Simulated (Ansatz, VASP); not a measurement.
Two plane-wave programs on Mo

```
Mo
1.0
     0.00000    2.01500    2.01500
     2.01500    0.00000    2.01500
     2.01500    2.01500    0.00000
Mo
1
Direct
  0.00000 0.00000 0.00000
```

Alike in both runs: task relaxation of cell and atoms; functional r2SCAN; k mesh 18 × 18 × 18; occupations gaussian, width 0.1 eV; no spin polarisation.

|  | VASP | Ansatz |
| --- | --- | --- |
| version | VASP 6.6.1 | Ansatz 0.2.0 |
| potentials or method | VASP PAW PBE potentials, release 64 (Mo_sv), cutoff 600 eV | scalar-relativistic, plane waves, PAW |
| valence electrons in the cell | 14 | 14 |

|  | VASP | Ansatz | Ansatz less VASP |
| --- | --- | --- | --- |
| gap on the k mesh at the Fermi level, each at its own relaxed structure (eV) | none | none | - |
| relaxed volume (Å³/atom) | 15.91 | 15.85 | -0.064 |
| relaxed length of the cell vector where the two differ most in proportion (Å) | 2.823 | 2.819 | -0.0038 |

VASP's potentials were made for PBE, not for r2SCAN. A gap of «none» marks a metal or a gap that the smearing closes.
